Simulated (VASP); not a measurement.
The system is HfIn4SiO6.

```
CELL_PARAMETERS angstrom
5.27743 0.00000 0.00000
-2.63872 4.57039 0.00000
0.00000 0.00000 10.55905
ATOMIC_POSITIONS crystal
Hf 0.66667 0.33333 0.00000
In 0.00000 0.00000 0.30446
In 0.00000 0.00000 0.69554
In 0.33333 0.66667 0.78919
In 0.33333 0.66667 0.21081
Si 0.00000 0.00000 0.00000
O 0.97300 0.70496 0.89972
O 0.29504 0.02700 0.10028
O 0.29504 0.26804 0.89972
O 0.73196 0.70496 0.10028
O 0.73196 0.02700 0.89972
O 0.97300 0.26804 0.10028
```

Base run:

* Program: VASP 6.6.1
* Functional: PBE
* Potentials or basis: VASP PAW PBE potentials, release 64 (Hf_pv, In_d, Si, O)
* Cutoff: 520 eV
* k mesh: 4 × 4 × 2
* Occupations: fermi-dirac, width 0.05 eV
* Spin: no spin polarisation

Its results: band gap on the k mesh 0.35 eV (least direct gap 1.69 eV); pressure -0.3 GPa; largest force 0.146 eV/Å.

Question: The run is repeated on the same cell with these changes: functional from PBE to RPBE; further incar settings from ALGO = Normal; EDIFF = 1e-07; NBANDS = 63 to ALGO = Normal; EDIFF = 1e-06; NBANDS = 63. What comes out?

Answer: Band gap on the k mesh 0.37 eV (least direct gap 1.76 eV); pressure 1.8 GPa; largest force 0.216 eV/Å.

Caveats: spin-orbit coupling is left out, which moves the levels of the heavy elements; the PAW data sets were made with another functional, which shifts forces and pressure a little (at least some runs).

A k mesh can miss the band edges.
